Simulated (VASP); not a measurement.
Crystal: Sb.

```xyz
6
Lattice="8.0160 0.0000 0.0000 0.0000 8.0160 0.0000 0.0000 0.0000 3.1028" Properties=species:S:1:pos:R:3 pbc="T T T"
Sb    1.0476    2.9604    0.0000
Sb    2.9604    6.9684    0.0000
Sb    6.9684    5.0556    0.0000
Sb    5.0556    1.0476    0.0000
Sb    0.0000    0.0000    0.0000
Sb    4.0080    4.0080    0.0000
```

The cell was built from a structure type or drawn by symmetry, and may not be a known phase.

```yaml
Program: VASP 6.6.1
Task: relaxation of cell and atoms
Functional: PBE
Potentials_or_basis: VASP PAW PBE potentials, release 64 (Sb)
Cutoff: 500 eV
k_mesh: 6 × 6 × 12
Occupations: gaussian, width 0.1 eV
Spin: no spin polarisation
```

At the start: pressure -0.6 GPa; volume 33.23 Å³/atom.

Q: Where does the relaxation end?

A: Over 5 steps the energy falls by 6.1 meV/atom and the volume is 32.77 Å³/atom (-1.4 %); space group P4/mbm (No. 127, to 0.1 Å) before and after.

The path:
| step | energy change (eV) | largest force (eV/Å) | pressure (GPa) | volume (Å³) |
| --- | --- | --- | --- | --- |
| 1 | 0.0000 | 0.0528 | -0.64 | 199.37 |
| 2 | -0.0330 | 0.0066 | 0.29 | 195.48 |
| 3 | -0.0363 | 0.0074 | 0.05 | 196.37 |
| 4 | -0.0363 | 0.0085 | 0.03 | 196.43 |
| 5 | -0.0364 | 0.0085 | -0.02 | 196.65 |

Final structure:
```xyz
6
Lattice="7.9170 0.0000 0.0000 0.0000 7.9170 0.0000 0.0000 0.0000 3.1373" Properties=species:S:1:pos:R:3 pbc="T T T"
Sb    1.0330    2.9255    0.0000
Sb    2.9255    6.8839    0.0000
Sb    6.8839    4.9915    0.0000
Sb    4.9915    1.0330    0.0000
Sb    7.9170    0.0000    3.1373
Sb    3.9585    3.9585    3.1373
```
